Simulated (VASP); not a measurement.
Here is a VASP 6.6.1 calculation.

File INCAR:

```
PREC     = Accurate       # precision mode
ENCUT    = 520            # plane-wave cutoff, eV
EDIFF    = 1E-6           # SCF threshold, eV
ISMEAR   = -1             # smearing method
SIGMA    = 0.1            # smearing width, eV
LREAL    = F              # projectors in reciprocal space
LASPH    = T              # aspherical terms in the spheres
NELM     = 100            # most SCF steps
ALGO     = Normal         # electronic algorithm
ISIF     = 2              # what is computed and relaxed
LWAVE    = F              # write WAVECAR
LCHARG   = F              # write CHGCAR
GGA      = PE             # functional
NBANDS   = 19             # bands
```

KPOINTS

```
Automatic mesh
0
Gamma
  11 11 6
```

File POSCAR:

```
Ti
1.0
    2.9500000000      0.0000000000      0.0000000000
   -1.4750000000      2.5547749400      0.0000000000
    0.0000000000      0.0000000000      4.6800000000
Ti
2
Direct
    0.3333333333      0.6666666667      0.2500000000
    0.6666666667      0.3333333333      0.7500000000
```

Potentials or basis: VASP PAW PBE potentials, release 64 (Ti_sv).

Command:

```sh
$ cat potpaw_PBE.64/Ti_sv/POTCAR > POTCAR
$ mpirun -np 1 vasp_std > vasp.out
```

Predict the band gap on the k mesh.

zero (band 12 reaches 8.94 eV, above the bottom of band 13 at 7.93 eV).

What does it give for the pressure?

-1.6 GPa.

Stress tensor (GPa, compression positive):
```
-1.49  0.00  0.00
 0.00 -1.49  0.00
 0.00  0.00 -1.74
```
